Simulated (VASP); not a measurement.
A run of VASP 6.6.1:

INCAR

```
SYSTEM = CdS
  ALGO = Normal
  EDIFF = 1E-6
  ENCUT = 520
  ISIF = 2
  ISMEAR = 0
  LASPH = .True.
  LCHARG = .False.
  LREAL = .False.
  LWAVE = .False.
  NBANDS = 16
  NELM = 80
  PREC = Accurate
  SIGMA = 0.01
```

Contents of KPOINTS:

```
k-points
0
Gamma
  8 8 8
  0 0 0
```

File POSCAR:

```
CdS
1.0
    0.0000000000      2.7718631480      2.7718631480
    2.7718631480      0.0000000000      2.7718631480
    2.7718631480      2.7718631480      0.0000000000
Cd S
1 1
Direct
    0.0000000000      0.0000000000      0.0000000000
    0.7500000000      0.7500000000      0.7500000000
```

Potentials or basis: VASP PAW LDA potentials, release 64 (Cd, S).

The run is started by

```console
$ cat potpaw_LDA.64/Cd/POTCAR potpaw_LDA.64/S/POTCAR > POTCAR
$ mpirun -np 1 vasp_std > vasp.out
```

Hardware: 1 thread of Intel Xeon 8259CL (shared host).

Problem. How long does it take, and how much memory?

Solution. Run time: 20 s on 1 thread of Intel Xeon 8259CL, on a shared host, peak memory 0.16 GiB. Counts: scf iterations 13, k points 29.
